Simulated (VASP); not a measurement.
The system is FeO.

```
Fe O
1.0
     0.00000    2.15540    2.15540
     2.15540    0.00000    2.15540
     2.15540    2.15540    0.00000
Fe O
1 1
Direct
  0.00000 0.00000 0.00000
  0.50000 0.50000 0.50000
```

- Program: VASP 6.6.1
- Task: relaxation of cell and atoms
- Functional: revPBE
- Potentials or basis: VASP PAW PBE potentials, release 64 (Fe, O)
- Cutoff: 600 eV
- k mesh: 11 × 11 × 11
- Occupations: fermi-dirac, width 0.05 eV
- Spin: collinear spin, ferromagnetic start
- Starting moments: [3.0, 0.0] μB

At the start: pressure 3.7 GPa; volume 10.01 Å³/atom.

How do energy, volume and symmetry change on relaxing?

Over 3 steps the energy falls by 2.4 meV/atom and the volume is 10.22 Å³/atom (+2.1 %); space group Fm-3m (No. 225, to 0.1 Å) before and after; moment 4.00 μB per cell.

The path:
```tsv
step	energy change (eV)	largest force (eV/Å)	pressure (GPa)	volume (Å³)
1	0.0000	0.0000	3.73	20.03
2	-0.0029	0.0000	-2.18	20.71
3	-0.0047	0.0000	0.02	20.44
```

Final structure:
```xyz
2
Lattice="0.0000 2.1702 2.1702 2.1702 0.0000 2.1702 2.1702 2.1702 0.0000" Properties=species:S:1:pos:R:3 pbc="T T T"
Fe    0.0000    0.0000    0.0000
O     2.1702    2.1702    2.1702
```

Caveat: the PAW data sets were made with another functional, which shifts forces and pressure a little; a cell with one magnetic atom can't hold antiferromagnetic order, which such compounds often take.
